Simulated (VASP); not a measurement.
# TiB2 (P6/mmm) in VASP: settings compared

TiB2 is run at these levels: LDA, r2SCAN; tasks: relaxation of cell and atoms, relaxation of the atoms.

Program: VASP 6.6.1. These are calculated values, not measurements. Logs are shortened: lines on timing, memory, paths and dates and some standing lists are left out, and cuts for length are marked.

**1. The cell of the first run**

The structure is hexagonal, space group P6/mmm (No. 191). The conventional cell has a = 3.029 Å, b = 3.029 Å, c = 3.228 Å, α = 90.00°, β = 90.00°, γ = 120.00°. Within 3.1 Å of Ti (site symmetry 6/mmm) lie 12 B at 2.38 Å and 6 Ti at 3.03 Å. Within 2.3 Å of B (site symmetry -6m2) lie 3 B at 1.75 Å.

**2. Relaxation of cell and atoms, LDA**

INCAR reads:

```
PREC = Accurate
ENCUT = 500
EDIFF = 1E-7
ISMEAR = -1
SIGMA = 0.1
LREAL = F
LASPH = T
NELM = 120
ALGO = Normal
ISIF = 3
LWAVE = F
LCHARG = F
GGA = CA
IBRION = 2
NSW = 80
EDIFFG = -0.01
GGA_COMPAT = F
NELMIN = 4
```

KPOINTS reads:

```
regular mesh
0
Gamma
  12 12 10
```

POSCAR reads:

```
TiB2
1.0
    3.0292000000      0.0000000000      0.0000000000
   -1.5146000000      2.6233641500      0.0000000000
    0.0000000000      0.0000000000      3.2284000000
Ti B
1 2
Direct
    0.0000000000      0.0000000000      0.0000000000
    0.3333333300      0.6666666700      0.5000000000
    0.6666666700      0.3333333300      0.5000000000
```

Potentials or basis: VASP PAW LDA potentials, release 64 (Ti_sv, B).

Launch:

```
> cat potpaw_LDA.64/Ti_sv/POTCAR potpaw_LDA.64/B/POTCAR > POTCAR
> mpirun -np 1 vasp_std > vasp.out
```

OUTCAR:

```text
PREC = Accurate
   ENCUT = 500
   EDIFF = 1E-7
   ISMEAR = -1
   LREAL = F
   LASPH = T
   NELM = 120
   ISIF = 3
   GGA = CA
   IBRION = 2
   NSW = 80
   EDIFFG = -0.01
   NELMIN = 4

 ion  position               nearest neighbor table
   1  0.000  0.000  0.000-   2 2.38   3 2.38   2 2.38   3 2.38   2 2.38   2 2.38   3 2.38   3 2.38
                             3 2.38   3 2.38   2 2.38   2 2.38
   2  0.333  0.667  0.500-   3 1.75   3 1.75   3 1.75   1 2.38   1 2.38   1 2.38   1 2.38   1 2.38
                             1 2.38
   3  0.667  0.333  0.500-   2 1.75   2 1.75   2 1.75   1 2.38   1 2.38   1 2.38   1 2.38   1 2.38
                             1 2.38

  LATTYP: Found a hexagonal cell.
 ALAT       =     3.0292000000
 C/A-ratio  =     1.0657599366

  Lattice vectors:

 A1 = (   3.0292000000,   0.0000000000,   0.0000000000)
 A2 = (  -1.5146000000,   2.6233641500,   0.0000000000)
 A3 = (   0.0000000000,   0.0000000000,   3.2284000000)

Analysis of symmetry for initial positions (statically):
=====================================================================
 Subroutine PRICEL returns:
 Original cell was already a primitive cell.

 Routine SETGRP: Setting up the symmetry group for a
 hexagonal supercell.

 Subroutine GETGRP returns: Found 24 space group operations
 (whereof 24 operations were pure point group operations)
 out of a pool of 24 trial point group operations.

The static configuration has the point symmetry D_6h.

Analysis of symmetry for dynamics (positions and initial velocities):
=====================================================================
 Subroutine PRICEL returns:
 Original cell was already a primitive cell.

 Routine SETGRP: Setting up the symmetry group for a
 hexagonal supercell.

 Subroutine GETGRP returns: Found 24 space group operations
 (whereof 24 operations were pure point group operations)
 out of a pool of 24 trial point group operations.

The dynamic configuration has the point symmetry D_6h.

 Subroutine INISYM returns: Found 24 space group operations
 (whereof 24 operations are pure point group operations),
 and found     1 'primitive' translations

----------------------------------------------------------------------------------------

                                     Primitive cell

  volume of cell :      25.6551

  direct lattice vectors                    reciprocal lattice vectors
     3.029200000  0.000000000  0.000000000     0.330120164  0.190594966  0.000000000
    -1.514600000  2.623364150  0.000000000     0.000000000  0.381189931  0.000000000
     0.000000000  0.000000000  3.228400000     0.000000000  0.000000000  0.309750960

  length of vectors
     3.029200000  3.029199997  3.228400000     0.381189931  0.381189931  0.309750960

  position of ions in fractional coordinates (direct lattice)
     0.000000000  0.000000000  0.000000000
     0.333333330  0.666666670  0.500000000
     0.666666670  0.333333330  0.500000000

  ion indices of the primitive-cell ions
   primitive index   ion index
                 1           1
                 2           2
                 3           3

----------------------------------------------------------------------------------------

 KPOINTS: regular mesh

Automatic generation of k-mesh.
 Grid dimensions read from file:
 generate k-points for:   12   12   10

 Generating k-lattice:

  Cartesian coordinates                     Fractional coordinates (reciprocal lattice)
     0.027510014  0.015882914  0.000000000     0.083333333  0.000000000  0.000000000
     0.000000000  0.031765828  0.000000000     0.000000000  0.083333333  0.000000000
     0.000000000  0.000000000  0.030975096     0.000000000  0.000000000  0.100000000

  Length of vectors
     0.031765828  0.031765828  0.030975096

  Shift w.r.t. Gamma in fractional coordinates (k-lattice)
     0.000000000  0.000000000  0.000000000

 Subroutine IBZKPT returns following result:
 ===========================================

 Found    114 irreducible k-points:

 Following reciprocal coordinates:
            Coordinates               Weight
  0.000000  0.000000  0.000000      1.000000
  0.083333  0.000000  0.000000      6.000000
  0.166667  0.000000  0.000000      6.000000
  0.250000  0.000000  0.000000      6.000000
  0.333333  0.000000  0.000000      6.000000
  0.416667  0.000000  0.000000      6.000000
[... 16 lines left out ...]
  0.250000  0.000000  0.100000     12.000000
  0.333333  0.000000  0.100000     12.000000
 [... further k-points ...]
   k-points           NKPTS =    114   k-points in BZ     NKDIM =    114   number of bands    NBANDS=     13
   number of dos      NEDOS =    301   number of ions     NIONS =      3
   total plane-waves  NPLWV =  13824
   dimension x,y,z NGX =    24 NGY =   24 NGZ =   24
   dimension x,y,z NGXF=    48 NGYF=   48 NGZF=   48
   ions per type =               1   2
   NGX,Y,Z   is equivalent  to a cutoff of  13.17, 13.17, 12.36 a.u.
   NGXF,Y,Z  is equivalent  to a cutoff of  26.34, 26.34, 24.72 a.u.
 SYSTEM =  unknown system
   PREC   = accura    normal or accurate (medium, high low for compatibility)
   ISTART =      0    job   : 0-new  1-cont  2-samecut
   ICHARG =      2    charge: 1-file 2-atom 10-const
   ISPIN  =      1    spin polarized calculation?
   LNONCOLLINEAR =      F non collinear calculations
   LSORBIT =      F    spin-orbit coupling
   LASPH  =      T    aspherical Exc in radial PAW
   ENCUT  =  500.0 eV  36.75 Ry    6.06 a.u.   5.52  5.52  5.89*2*pi/ulx,y,z
   NELM   =    120;   NELMIN=  4; NELMDL= -5     # of ELM steps
   EDIFF  = 0.1E-06   stopping-criterion for ELM
   LREAL  =      F    real-space projection
   EDIFFG = -.1E-01   stopping-criterion for IOM
   NSW    =     80    number of steps for IOM
   IBRION =      2    ionic relax: 0-MD 1-quasi-New 2-CG
   NFREE  =      1    steps in history (QN), initial steepest desc. (CG)
   ISIF   =      3    stress and relaxation
   ISYM   =      2    0-nonsym 1-usesym 2-fastsym
   POTIM  = 0.5000    time-step for ionic-motion
   TEBEG  =    0.0;   TEEND  =   0.0 temperature during run
   PSTRESS=    0.0 pullay stress
   NELECT =      18.0000    total number of electrons
   NUPDOWN=      -1.0000    fix difference up-down
   EMIN   =  10.00;   EMAX   =-10.00  energy-range for DOS
   EFERMI =   0.00;   METHOD = LEGACY
   ISMEAR =    -1;   SIGMA  =   0.10  broadening in eV -4-tet -1-fermi 0-gaus
   EFERMI_NEDOS =   21; number of points for ismear=-14 and -15
   IALGO  =     38    algorithm
   IMIX   =      4    mixing-type and parameters
     AMIX     =   0.40;   BMIX     =  1.00
     AMIX_MAG =   1.60;   BMIX_MAG =  1.00
  volume/ion in A,a.u.               =       8.55        57.71
  Fermi-wavevector in a.u.,A,eV,Ry     =   1.454703  2.748990 28.792122  2.116161
  Thomas-Fermi vector in A             =   2.571823
   LORBIT       =      0    0 simple, 1 ext, 2 COOP (PROOUT), +10 PAW based schemes
   GGA     = CA    functional components
   LHFCALC =     F    Hartree Fock is set to
   AEXX    =    0.0000 exact exchange contribution
   IVDW    =     0    specifies the selected vdW correction
   LEPSILON=     F    determine dielectric tensor
   LRPA    =     F    only Hartree local field effects (RPA)
 conjugate gradient relaxation of ions
 non-spin polarized calculation
  energy-cutoff  :      500.00
  volume of cell :       25.66
 maximum number of plane-waves:       672
 NGX is ok and might be reduce to    24
   NGX = 11   NGY = 11   NGZ = 11

--------------------------------------- Ionic step        1  -------------------------------------------

 number of electron      18.0000002 magnetization

 Free energy of the ion-electron system (eV)
  ---------------------------------------------------
  ext. energy  EPLUGINS =         0.00000000
  ---------------------------------------------------
  free energy    TOTEN  =       -26.88978478 eV

  energy without entropy =      -26.87731737  energy(sigma->0) =      -26.88355107

 E-fermi :   9.9192     XC(G=0): -12.9523

 val. band max:        9.8986131456   @ k =   0.0833   0.0833   0.3000
 cond. band min:       9.9298889413   @ k =   0.0833   0.0000   0.3000
 fundamental gap:      0.0312757957
 Fermi energy:         9.9192074391

 k-point     1 :       0.0000    0.0000    0.0000
  band No.  band energies     occupation
      1     -46.3212      2.00000
      2     -23.0639      2.00000
      3     -22.7393      2.00000
      4     -22.7393      2.00000
      5      -3.3740      2.00000
      6       7.3332      2.00000
      7       7.3332      2.00000
      8       7.6638      2.00000
      9       7.8054      2.00000
     10      11.7939      0.00000
     11      11.7939      0.00000
     12      13.5567      0.00000
     13      13.5567      0.00000
[... 353 lines left out ...]
 k-point    24 :       0.3333    0.0000    0.1000
  band No.  band energies     occupation
      1     -46.2764      2.00000
      2     -23.0531      2.00000
      3     -23.0279      2.00000
      4     -22.8100      2.00000
      5      -1.3012      2.00000
      6       3.4087      2.00000
      7       6.6749      2.00000
      8       6.7751      2.00000
      9       8.0136      2.00000
     10      11.4240      0.00000
     11      12.0234      0.00000
     12      12.6229      0.00000
     13      13.6278      0.00000

 [... further k-points ...]
[... 5 lines left out ...]
  --------------------------------------------------------------------------------------
  -------------------------------------------------------------------------------------
  Total       -1.6330019     -1.6330019     -1.8824650      0.0000000     -0.0000000      0.0000000
  in kB     -101.9819735   -101.9819733   -117.5610941      0.0000000     -0.0000000      0.0000000
  external PRESSURE =    -107.1750137 kB  Pullay stress =       0.0000000 kB
[... 170 lines left out ...]
  energy  without entropy=      -26.9158205485  energy(sigma->0) =      -26.92180621

--------------------------------------- Ionic step        6  -------------------------------------------

 number of electron      17.9999999 magnetization

 Free energy of the ion-electron system (eV)
  ---------------------------------------------------
  ext. energy  EPLUGINS =         0.00000000
  ---------------------------------------------------
  free energy    TOTEN  =       -26.92779266 eV

  energy without entropy =      -26.91581938  energy(sigma->0) =      -26.92180602

 E-fermi :  10.4142     XC(G=0): -13.1638

 val. band max:       10.4116488755   @ k =   0.0833   0.0000   0.4000
 cond. band min:      10.4155453848   @ k =   0.0833   0.0000   0.3000
 fundamental gap:      0.0038965093
 Fermi energy:        10.4142139712

 k-point     1 :       0.0000    0.0000    0.0000
  band No.  band energies     occupation
      1     -45.7137      2.00000
      2     -22.4584      2.00000
      3     -22.1194      2.00000
      4     -22.1194      2.00000
      5      -3.1022      2.00000
      6       7.6653      2.00000
      7       7.6653      2.00000
      8       8.2144      2.00000
      9       8.2529      2.00000
     10      12.4210      0.00000
     11      12.4210      0.00000
     12      14.3165      0.00000
     13      14.3165      0.00000
[... 353 lines left out ...]
 k-point    24 :       0.3333    0.0000    0.1000
  band No.  band energies     occupation
      1     -45.6611      2.00000
      2     -22.4774      2.00000
      3     -22.4190      2.00000
      4     -22.1995      2.00000
      5      -0.9775      2.00000
      6       3.7543      2.00000
      7       7.1281      2.00000
      8       7.1569      2.00000
      9       8.4077      2.00000
     10      12.0164      0.00000
     11      12.6573      0.00000
     12      13.2841      0.00000
     13      14.3618      0.00000

 [... further k-points ...]
[... 5 lines left out ...]
  --------------------------------------------------------------------------------------
  -------------------------------------------------------------------------------------
  Total        0.0281854      0.0281854      0.0244170      0.0000000      0.0000000      0.0000000
  in kB        1.8383232      1.8383232      1.5925352      0.0000000      0.0000000      0.0000000
  external PRESSURE =       1.7563939 kB  Pullay stress =       0.0000000 kB
[... 18 lines left out ...]
  FREE ENERGIE OF THE ION-ELECTRON SYSTEM (eV)
  ---------------------------------------------------
  free  energy   TOTEN  =       -26.9277926582 eV

  energy  without entropy=      -26.9158193774  energy(sigma->0) =      -26.92180602

 reached required accuracy - stopping structural energy minimisation
```

It took 75 s on 1 thread of Intel Xeon 6975P-C, shared host; peak memory 0.16 GiB.

What came out:

```yaml
Free_energy: -26.9278 eV
Relaxed_volume: 8.19 Å³/atom
Relaxed_cell: a = 2.995 Å, b = 2.995 Å, c = 3.162 Å, α = 90.00°, β = 90.00°, γ = 120.00°
Space_group_after_relaxing_to_0.05_Å: P6/mmm (No. 191)
Energy_gained_by_relaxing: 12.7 meV/atom
Ionic_steps: 6
Pressure_after_relaxing: 0.2 GPa
Band_gap_on_the_k_mesh: zero (band 9 reaches 10.72 eV, above the bottom of band 10 at 10.16 eV)
```

The path:
```tsv
step	energy change (eV)	largest force (eV/Å)	pressure (GPa)	volume (Å³)
1	0.0000	0.0000	-10.72	25.66
2	0.0013	0.0000	12.70	23.59
3	-0.0368	0.0000	0.02	24.60
4	-0.0368	0.0000	0.25	24.58
5	-0.0380	0.0000	0.17	24.57
6	-0.0380	0.0000	0.18	24.56
```

Final structure:
```
Ti B
1.0
     2.99514    0.00000    0.00000
    -1.49757    2.59387    0.00000
     0.00000    0.00000    3.16189
Ti B
1 2
Direct
  0.00000 0.00000 0.00000
  0.33333 0.66667 0.50000
  0.66667 0.33333 0.50000
```

Levels at points of the mesh, in eV from the Fermi level:
```csv
k point,band 6,band 7,band 8,band 9,band 10,band 11,band 12,band 13
"(0.00, 0.00, 0.00)",-2.75,-2.75,-2.20,-2.16,2.01,2.01,3.90,3.90
"(0.50, 0.00, 0.00)",-9.11,-3.31,-3.27,-2.38,1.43,2.87,3.39,3.57
"(0.00, 0.00, 0.50)",-7.69,-0.57,-0.57,-0.25,-0.25,0.44,0.44,1.83
"(0.50, 0.00, 0.50)",-7.47,-4.81,-3.95,-3.07,2.68,3.08,4.87,4.88
```

LDA usually gives volumes a few per cent too small. Zero-point motion and thermal expansion aren't in these numbers.

(Part 1 of 2 ends here.)
